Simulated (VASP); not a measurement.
# Ni in VASP: further runs

Runs on Ni. Level: PBE. Tasks: electric field gradients.

Everything below comes from runs of VASP 6.6.1. Logs are shortened: lines on timing, memory, paths and dates and some standing lists are left out, and cuts for length are marked.

### Step 1. The cell of the first run

The structure is trigonal, space group R-3m (No. 166). Conventional cell: a = 2.525 Å, b = 2.525 Å, c = 6.002 Å, α = 90.00°, β = 90.00°, γ = 120.00°. Ni (site symmetry -3m) has 12 Ni at 2.48 to 2.53 Å within 3.3 Å.

### Step 2. Electric field gradients, PBE, collinear spin, ferromagnetic start (equal xy, yz and zx shear strains of -2 %)

The input, INCAR:

```
SYSTEM = Ni
PREC     = Accurate       ! precision mode
ENCUT    = 520            ! plane-wave cutoff, eV
EDIFF    = 1E-8           ! SCF threshold, eV
ISMEAR   = -1             ! smearing method
SIGMA    = 0.05           ! smearing width, eV
LREAL    = .False.        ! projectors in reciprocal space
LASPH    = .True.         ! aspherical terms in the spheres
NELM     = 150            ! most SCF steps
ALGO     = Normal         ! electronic algorithm
ISIF     = 2              ! what is computed and relaxed
LWAVE    = .False.        ! write WAVECAR
LCHARG   = .False.        ! write CHGCAR
ISPIN    = 2              ! spin polarisation
MAGMOM   = 1.5            ! initial moments
LORBIT   = 11             ! projections on sites
LMAXMIX  = 4              ! l up to which the mixer works
GGA      = PE             ! functional
LEFG     = .True.       
NBANDS   = 15             ! bands
```

The input, KPOINTS:

```
Automatic mesh
0
Gamma
  20 20 20
  0 0 0
```

The input, POSCAR:

```
Ni
1.0
   -0.0353590000      1.7502705000      1.7502705000
    1.7502705000     -0.0353590000      1.7502705000
    1.7502705000      1.7502705000     -0.0353590000
Ni
1
Direct
    0.0000000000      0.0000000000      0.0000000000
```

Potentials or basis: VASP PAW PBE potentials, release 64 (Ni).

On the command line:

```bash
$ cat potpaw_PBE.64/Ni/POTCAR > POTCAR
$ mpirun -np 1 vasp_std > vasp.out
```

OUTCAR:

```text
SYSTEM = Ni
   PREC = Accurate
   ENCUT = 520
   EDIFF = 1E-8
   ISMEAR = -1
   LREAL = .False.
   LASPH = .True.
   NELM = 150
   ISIF = 2
   ISPIN = 2
   LORBIT = 11
   GGA = PE

 ion  position               nearest neighbor table
   1  0.000  0.000  0.000-

  LATTYP: Found a trigonal (rhomboedric) cell.
 ALAT       =     2.4755088174
 COS(alpha) =     0.4797000918

  Lattice vectors:

 A1 = (  -0.0353590000,   1.7502705000,   1.7502705000)
 A2 = (   1.7502705000,  -0.0353590000,   1.7502705000)
 A3 = (   1.7502705000,   1.7502705000,  -0.0353590000)

Analysis of symmetry for initial positions (statically):
=====================================================================
 Subroutine PRICEL returns:
 Original cell was already a primitive cell.

 Routine SETGRP: Setting up the symmetry group for a
 trigonal (rhombohedral) supercell.

 Subroutine GETGRP returns: Found 12 space group operations
 (whereof 12 operations were pure point group operations)
 out of a pool of 12 trial point group operations.

The static configuration has the point symmetry D_3d.

Analysis of symmetry for dynamics (positions and initial velocities):
=====================================================================
 Subroutine PRICEL returns:
 Original cell was already a primitive cell.

 Routine SETGRP: Setting up the symmetry group for a
 trigonal (rhombohedral) supercell.

 Subroutine GETGRP returns: Found 12 space group operations
 (whereof 12 operations were pure point group operations)
 out of a pool of 12 trial point group operations.

The dynamic configuration has the point symmetry D_3d.

Analysis of structural, dynamic, and magnetic symmetry:
=====================================================================
 Subroutine PRICEL returns:
 Original cell was already a primitive cell.

 Routine SETGRP: Setting up the symmetry group for a
 trigonal (rhombohedral) supercell.

 Subroutine GETGRP returns: Found 12 space group operations
 (whereof 12 operations were pure point group operations)
 out of a pool of 12 trial point group operations.

The overall configuration has the point symmetry D_3d.

 Subroutine INISYM returns: Found 12 space group operations
 (whereof 12 operations are pure point group operations),
 and found     1 'primitive' translations

----------------------------------------------------------------------------------------

                                     Primitive cell

  volume of cell :      11.0486

  direct lattice vectors                    reciprocal lattice vectors
    -0.035359000  1.750270500  1.750270500    -0.277156017  0.282870574  0.282870574
     1.750270500 -0.035359000  1.750270500     0.282870574 -0.277156017  0.282870574
     1.750270500  1.750270500 -0.035359000     0.282870574  0.282870574 -0.277156017

  length of vectors
     2.475508817  2.475508817  2.475508817     0.486669272  0.486669272  0.486669272

  position of ions in fractional coordinates (direct lattice)
     0.000000000  0.000000000  0.000000000

  ion indices of the primitive-cell ions
   primitive index   ion index
                 1           1

----------------------------------------------------------------------------------------

 KPOINTS: Automatic mesh

Automatic generation of k-mesh.
 Grid dimensions read from file:
 generate k-points for:   20   20   20

 Generating k-lattice:

  Cartesian coordinates                     Fractional coordinates (reciprocal lattice)
    -0.013857801  0.014143529  0.014143529     0.050000000  0.000000000  0.000000000
     0.014143529 -0.013857801  0.014143529     0.000000000  0.050000000  0.000000000
     0.014143529  0.014143529 -0.013857801     0.000000000  0.000000000  0.050000000

  Length of vectors
     0.024333464  0.024333464  0.024333464

  Shift w.r.t. Gamma in fractional coordinates (k-lattice)
     0.000000000  0.000000000  0.000000000

 Subroutine IBZKPT returns following result:
 ===========================================

 Found    781 irreducible k-points:

 Following reciprocal coordinates:
[... 61 lines left out ...]
   IALGO  =     38    algorithm
   IMIX   =      4    mixing-type and parameters
     AMIX     =   0.40;   BMIX     =  1.00
     AMIX_MAG =   1.60;   BMIX_MAG =  1.00
  volume/ion in A,a.u.               =      11.05        74.56
  Fermi-wavevector in a.u.,A,eV,Ry     =   1.583575  2.992522 34.119454  2.507709
  Thomas-Fermi vector in A             =   2.683324
   LORBIT       =     11    0 simple, 1 ext, 2 COOP (PROOUT), +10 PAW based schemes
   GGA     = PE    functional components
   LHFCALC =     F    Hartree Fock is set to
   AEXX    =    0.0000 exact exchange contribution
   IVDW    =     0    specifies the selected vdW correction
   LEPSILON=     F    determine dielectric tensor
   LRPA    =     F    only Hartree local field effects (RPA)
 spin polarized calculation
  energy-cutoff  :      520.00
  volume of cell :       11.05
 maximum number of plane-waves:       311
   NGX =  9   NGY =  9   NGZ =  9

 number of electron      10.0000004 magnetization       0.6291068

 Free energy of the ion-electron system (eV)
  ---------------------------------------------------
  ext. energy  EPLUGINS =         0.00000000
  ---------------------------------------------------
  free energy    TOTEN  =        -5.47140939 eV

  energy without entropy =       -5.45698451  energy(sigma->0) =       -5.46419695

 E-fermi :   9.1583     XC(G=0): -13.1643

 val. band max:        9.1581172281   @ k =  -0.3500   0.3500   0.2500
 cond. band min:       9.1593572005   @ k =  -0.2500  -0.2500   0.1500
 fundamental gap:      0.0012399724
 Fermi energy:         9.1583374842

 spin component 1

 k-point     1 :       0.0000    0.0000    0.0000
  band No.  band energies     occupation
      1       0.2578      1.00000
      2       6.6904      1.00000
      3       6.6904      1.00000
      4       6.8893      1.00000
      5       7.9236      1.00000
      6       7.9236      1.00000
      7      32.6662      0.00000
      8      36.0070      0.00000
      9      36.0070      0.00000
     10      37.5954      0.00000
     11      38.9621      0.00000
     12      38.9621      0.00000
     13      40.1115      0.00000
     14      42.5488      0.00000
[... 403 lines left out ...]
      4       7.0231      1.00000
      5       8.2571      1.00000
      6       8.5555      0.99999
      7      18.0062      0.00000
      8      30.5619      0.00000
      9      33.1813      0.00000
     10      35.2766      0.00000
     11      37.0768      0.00000
     12      38.8257      0.00000
     13      42.8006      0.00000
     14      49.3335      0.00000
     15      51.5740      0.00000

 [... further k-points ...]

 spin component 2

 k-point     1 :       0.0000    0.0000    0.0000
  band No.  band energies     occupation
      1       0.2211      1.00000
      2       7.4471      1.00000
      3       7.4472      1.00000
      4       7.6476      1.00000
      5       8.5117      1.00000
      6       8.5117      1.00000
      7      32.5028      0.00000
      8      35.9917      0.00000
      9      35.9917      0.00000
     10      37.5678      0.00000
     11      39.0655      0.00000
     12      39.0655      0.00000
     13      40.1917      0.00000
     14      42.4319      0.00000
[... 403 lines left out ...]
      4       7.6508      1.00000
      5       8.9849      0.96976
      6       9.2432      0.15486
      7      18.2514      0.00000
      8      30.5419      0.00000
      9      33.1703      0.00000
     10      35.3715      0.00000
     11      37.1019      0.00000
     12      38.8420      0.00000
     13      42.8572      0.00000
     14      49.4271      0.00000
     15      51.6989      0.00000

 [... further k-points ...]

------------------------ aborting loop because EDIFF is reached ----------------------------------------

  FORCE on cell =-STRESS in cart. coord.  units (eV):
  Direction    XX          YY          ZZ          XY          YZ          ZX
  --------------------------------------------------------------------------------------
  -------------------------------------------------------------------------------------
  Total       -0.1757516     -0.1757516     -0.1757516      0.1688177      0.1688177      0.1688177
  in kB      -25.4859727    -25.4859727    -25.4859727     24.4804710     24.4804710     24.4804710
  external PRESSURE =     -25.4859727 kB  Pullay stress =       0.0000000 kB

 VOLUME and BASIS-vectors are now :
 -----------------------------------------------------------------------------
  energy-cutoff  :      520.00
  volume of cell :       11.05
      direct lattice vectors                 reciprocal lattice vectors
    -0.035359000  1.750270500  1.750270500    -0.277156017  0.282870574  0.282870574
     1.750270500 -0.035359000  1.750270500     0.282870574 -0.277156017  0.282870574
     1.750270500  1.750270500 -0.035359000     0.282870574  0.282870574 -0.277156017

 POSITION                                       TOTAL-FORCE (eV/Angst)
 -----------------------------------------------------------------------------------
      0.00000      0.00000      0.00000        -0.000000      0.000000      0.000000
 -----------------------------------------------------------------------------------
    total drift:                                0.000000     -0.000000      0.000000

  FREE ENERGIE OF THE ION-ELECTRON SYSTEM (eV)
  ---------------------------------------------------
  free  energy   TOTEN  =        -5.4714093862 eV

  energy  without entropy=       -5.4569845106  energy(sigma->0) =       -5.46419695

 Electric field gradients (V/A^2)
---------------------------------------------------------------------
 ion       V_xx      V_yy      V_zz      V_xy      V_xz      V_yz
---------------------------------------------------------------------
   1      -0.000     0.000     0.000     0.536     0.536     0.536
---------------------------------------------------------------------

 Electric field gradients after diagonalization (V/A^2)
 (convention: |V_zz| > |V_xx| > |V_yy|)
----------------------------------------------------------------------
 ion       V_xx      V_yy      V_zz     asymmetry (V_yy - V_xx)/ V_zz
----------------------------------------------------------------------
   1      -0.536    -0.536     1.072       0.000
----------------------------------------------------------------------

           NMR quadrupolar parameters

 Cq : quadrupolar parameter    Cq=e*Q*V_zz/h
 eta: asymmetry parameters     (V_yy - V_xx)/ V_zz
 Q  : nuclear electric quadrupole moment in mb (millibarn)
----------------------------------------------------------------------
 ion       Cq(MHz)       eta       Q (mb)
----------------------------------------------------------------------
   1       0.003       0.000       1.000
----------------------------------------------------------------------

 total charge

# of ion       s       p       d       tot
------------------------------------------
    1        0.492   0.484   8.308   9.284

 magnetization (x)

# of ion       s       p       d       tot
------------------------------------------
    1       -0.006  -0.025   0.674   0.642
```

Wall time 7.2 min (1 thread of AMD EPYC 7R43 (Zen 3), shared host); peak memory 0.24 GiB.

Results:

* Free energy: -5.4714 eV
* Pressure: -2.5 GPa
* Net moment: 0.63 μB per cell
* Site moments: Ni +0.64 μB
* Largest electric field gradient by atom: Ni +1.1 V/Å²
* Valence electrons inside the program's atomic spheres: Ni 9.28

Stress tensor (GPa, compression positive):
```
-2.55  2.45  2.45
 2.45 -2.55  2.45
 2.45  2.45 -2.55
```

Electric field gradients, principal values (V/Å²):
```
atom   least  middle  greatest (by size)
1 Ni  -0.536  -0.536               1.072
```

Caveat: the cell differs from its parent crystal (equal xy, yz and zx shear strains of -2 %); without QUAD_EFG the Cq values of the log hold for a quadrupole moment of 1 mb, not for the nuclei.

### Step 3. Electric field gradients, PBE, collinear spin, ferromagnetic start (10.61 Å³/atom)

This run uses another cell than the first one, of 10.61 Å³/atom.

The input, INCAR:

```
SYSTEM = Ni
  ALGO = Normal
  EDIFF = 1E-8
  ENCUT = 520
  GGA = PE
  ISIF = 2
  ISMEAR = -1
  ISPIN = 2
  LASPH = .True.
  LCHARG = .False.
  LEFG = .True.
  LMAXMIX = 4
  LORBIT = 11
  LREAL = .False.
  LWAVE = .False.
  MAGMOM = 1.5
  NBANDS = 15
  NELM = 150
  PREC = Accurate
  SIGMA = 0.05
```

The input, KPOINTS:

```
k-points
0
Gamma
  20 20 20
  0 0 0
```

The input, POSCAR:

```
Ni
1.0
    0.0000000000      1.7440558547      1.7440558547
    1.7440558547      0.0000000000      1.7440558547
    1.7440558547      1.7440558547      0.0000000000
Ni
1
Direct
    0.0000000000      0.0000000000      0.0000000000
```

Potentials or basis: VASP PAW PBE potentials, release 64 (Ni).

On the command line:

```bash
$ cat potpaw_PBE.64/Ni/POTCAR > POTCAR
$ mpirun -np 1 vasp_std > vasp.out
```

OUTCAR:

```text
SYSTEM = Ni
   EDIFF = 1E-8
   ENCUT = 520
   GGA = PE
   ISIF = 2
   ISMEAR = -1
   ISPIN = 2
   LASPH = .True.
   LORBIT = 11
   LREAL = .False.
   NELM = 150
   PREC = Accurate

 ion  position               nearest neighbor table
   1  0.000  0.000  0.000-

  LATTYP: Found a face centered cubic cell.
 ALAT       =     3.4881117094

  Lattice vectors:

 A1 = (   0.0000000000,   1.7440558547,   1.7440558547)
 A2 = (   1.7440558547,   0.0000000000,   1.7440558547)
 A3 = (   1.7440558547,   1.7440558547,   0.0000000000)

Analysis of symmetry for initial positions (statically):
=====================================================================
 Subroutine PRICEL returns:
 Original cell was already a primitive cell.

 Routine SETGRP: Setting up the symmetry group for a
 face centered cubic supercell.

 Subroutine GETGRP returns: Found 48 space group operations
 (whereof 48 operations were pure point group operations)
 out of a pool of 48 trial point group operations.
[... 1069 lines left out ...]
     1.744055855  0.000000000  1.744055855     0.286688066 -0.286688066  0.286688066
     1.744055855  1.744055855  0.000000000     0.286688066  0.286688066 -0.286688066

 POSITION                                       TOTAL-FORCE (eV/Angst)
 -----------------------------------------------------------------------------------
      0.00000      0.00000      0.00000         0.000000      0.000000     -0.000000
 -----------------------------------------------------------------------------------
    total drift:                                0.000000     -0.000000      0.000000

  FREE ENERGIE OF THE ION-ELECTRON SYSTEM (eV)
  ---------------------------------------------------
  free  energy   TOTEN  =        -5.4732899928 eV

  energy  without entropy=       -5.4595530201  energy(sigma->0) =       -5.46642151

 Electric field gradients (V/A^2)
---------------------------------------------------------------------
 ion       V_xx      V_yy      V_zz      V_xy      V_xz      V_yz
---------------------------------------------------------------------
   1       0.000    -0.000     0.000    -0.000    -0.000    -0.000
---------------------------------------------------------------------

 Electric field gradients after diagonalization (V/A^2)
 (convention: |V_zz| > |V_xx| > |V_yy|)
----------------------------------------------------------------------
 ion       V_xx      V_yy      V_zz     asymmetry (V_yy - V_xx)/ V_zz
----------------------------------------------------------------------
   1       0.000     0.000    -0.001       0.000
----------------------------------------------------------------------

           NMR quadrupolar parameters

 Cq : quadrupolar parameter    Cq=e*Q*V_zz/h
 eta: asymmetry parameters     (V_yy - V_xx)/ V_zz
 Q  : nuclear electric quadrupole moment in mb (millibarn)
----------------------------------------------------------------------
 ion       Cq(MHz)       eta       Q (mb)
----------------------------------------------------------------------
   1      -0.000       0.000       1.000
----------------------------------------------------------------------

 total charge

# of ion       s       p       d       tot
------------------------------------------
    1        0.509   0.521   8.326   9.356

 magnetization (x)

# of ion       s       p       d       tot
------------------------------------------
    1       -0.006  -0.025   0.665   0.633
```

OSZICAR:

```text
N       E                     dE             d eps       ncg     rms          rms(c)
DAV:   1     0.331770474435E+02    0.33177E+02   -0.42273E+03 16195   0.867E+02
DAV:   2    -0.500833821338E+01   -0.38185E+02   -0.35411E+02 17320   0.163E+02
DAV:   3    -0.643126107620E+01   -0.14229E+01   -0.14124E+01 18797   0.309E+01
DAV:   4    -0.643957639586E+01   -0.83153E-02   -0.83141E-02 18844   0.225E+00
DAV:   5    -0.643966894251E+01   -0.92547E-04   -0.92546E-04 19235   0.211E-01    0.106E+01
DAV:   6    -0.579839662725E+01    0.64127E+00   -0.12638E+01 22290   0.403E+01    0.585E+00
DAV:   7    -0.549063003427E+01    0.30777E+00   -0.22363E+00 20282   0.149E+01    0.194E+00
DAV:   8    -0.547674087063E+01    0.13889E-01   -0.20890E-02 19253   0.941E-01    0.980E-01
DAV:   9    -0.547390527117E+01    0.28356E-02   -0.20014E-03 25232   0.270E-01    0.299E-01
DAV:  10    -0.547329083296E+01    0.61444E-03   -0.78038E-04 24296   0.157E-01    0.361E-02
DAV:  11    -0.547328880979E+01    0.20232E-05   -0.18234E-05 22984   0.264E-02    0.262E-02
DAV:  12    -0.547328994797E+01   -0.11382E-05   -0.16371E-06 22695   0.738E-03    0.604E-03
DAV:  13    -0.547328980894E+01    0.13903E-06   -0.10062E-07 20314   0.378E-03    0.316E-03
DAV:  14    -0.547329004294E+01   -0.23400E-06   -0.27439E-08 17526   0.114E-03    0.466E-04
DAV:  15    -0.547328998983E+01    0.53114E-07   -0.55918E-09 14631   0.533E-04    0.280E-04
DAV:  16    -0.547328999278E+01   -0.29531E-08   -0.29184E-10 10235   0.184E-04
   1 F= -.54732900E+01 E0= -.54664215E+01  d E =-.137370E-01  mag=     0.6234
```

Wall time 100 s (1 thread of Intel Xeon Platinum 8488C (Sapphire Rapids), shared host); peak memory 0.17 GiB.

What came out:

```yaml
Free_energy: -5.4733 eV
Pressure: 5.5 GPa
Net_moment: 0.62 μB per cell
Site_moments: Ni +0.63 μB
Largest_electric_field_gradient_by_atom: under 0.05 V/Å² on every atom
Valence_electrons_inside_the_program's_atomic_spheres: Ni 9.36
```

Levels at points of the mesh, in eV from the Fermi level:
Spin up:
| k point | band 3 | band 4 | band 5 | band 6 | band 7 | band 8 |
| --- | --- | --- | --- | --- | --- | --- |
| (0.00, 0.00, 0.00) | -2.50 | -2.50 | -1.28 | -1.28 | 23.94 | 28.00 |
| (0.50, 0.00, 0.00) | -2.48 | -0.60 | -0.60 | -0.34 | 5.85 | 22.42 |
| (0.50, 0.50, 0.00) | -0.54 | -0.46 | -0.46 | 2.46 | 9.45 | 15.06 |
Spin down:
| k point | band 3 | band 4 | band 5 | band 6 | band 7 | band 8 |
| --- | --- | --- | --- | --- | --- | --- |
| (0.00, 0.00, 0.00) | -1.75 | -1.75 | -0.69 | -0.69 | 23.78 | 27.98 |
| (0.50, 0.00, 0.00) | -1.87 | -0.40 | 0.16 | 0.16 | 6.27 | 22.28 |
| (0.50, 0.50, 0.00) | 0.07 | 0.40 | 0.40 | 2.43 | 9.69 | 15.07 |

Caveat: the cell stands under pressure.
